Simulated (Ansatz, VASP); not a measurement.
One calculation of InSb, two programs

INCAR

```
  PREC = Accurate
  ENCUT = 520
  EDIFF = 1E-6
  ISMEAR = 0
  SIGMA = 0.15
  LREAL = False
  LASPH = True
  NELM = 100
  ALGO = Normal
  ISIF = 2
  LWAVE = False
  LCHARG = False
  GGA = PS
  NBANDS = 16
```

The input KPOINTS:

```
regular mesh
0
Gamma
  12 12 12
```

POSCAR

```
InSb
1.0
    0.0000000000      3.2391000000      3.3686640000
    3.2391000000      0.0000000000      3.3686640000
    3.2391000000      3.2391000000      0.0000000000
In Sb
1 1
Direct
    0.0000000000      0.0000000000      0.0000000000
    0.7500000000      0.7500000000      0.7500000000
```

Input for Ansatz:

```yaml
crystal:
  lattice:
    - [0.0, 3.2391, 3.368664]
    - [3.2391, 0.0, 3.368664]
    - [3.2391, 3.2391, 0.0]
  atoms:
    - { symbol: In, position: [0.0, 0.0, 0.0] }
    - { symbol: Sb, position: [0.75, 0.75, 0.75] }
basis:
  ecutwfc: 420
kpoints:
  mp_grid: { grid: [12, 12, 12] }
hamiltonian:
  xc: pbesol
scf:
  occupations: { method: gaussian, width: 0.15 }
output:
  forces: true
  stress: true
  eigenvalues: true
```

Change from the starting cell: strain +0.0400 x Voigt [0, 0, 1, 0, 0, 0], atoms carried along.

Alike in both runs: task single point; functional PBEsol; k mesh 12 × 12 × 12; occupations gaussian, width 0.15 eV; no spin polarisation.

```csv
,VASP,Ansatz
version,VASP 6.6.1,Ansatz 0.2.0
potentials or method,"VASP PAW PBE potentials, release 64 (In_d, Sb), cutoff 520 eV","scalar-relativistic, plane waves, PAW"
valence electrons in the cell,18,28
```

|  | VASP | Ansatz | Ansatz less VASP |
| --- | --- | --- | --- |
| gap on the k mesh at the Fermi level (eV) | none | none | - |
| pressure (GPa) | -0.8 | -0.8 | -0.01 |
| traceless stress, the component that is largest in VASP (GPa) | -0.78 | -0.78 | +0.001 |

VASP's potentials were made for PBE, not for PBEsol. A gap of «none» marks a metal or a gap that the smearing closes. With one functional, cell and mesh, what is left measures potentials, basis and numerics. VASP's potentials hold 18 valence electrons a cell and Ansatz's 28, so a difference there can come from the potentials and not from the codes.

Neither program's run includes spin-orbit coupling.
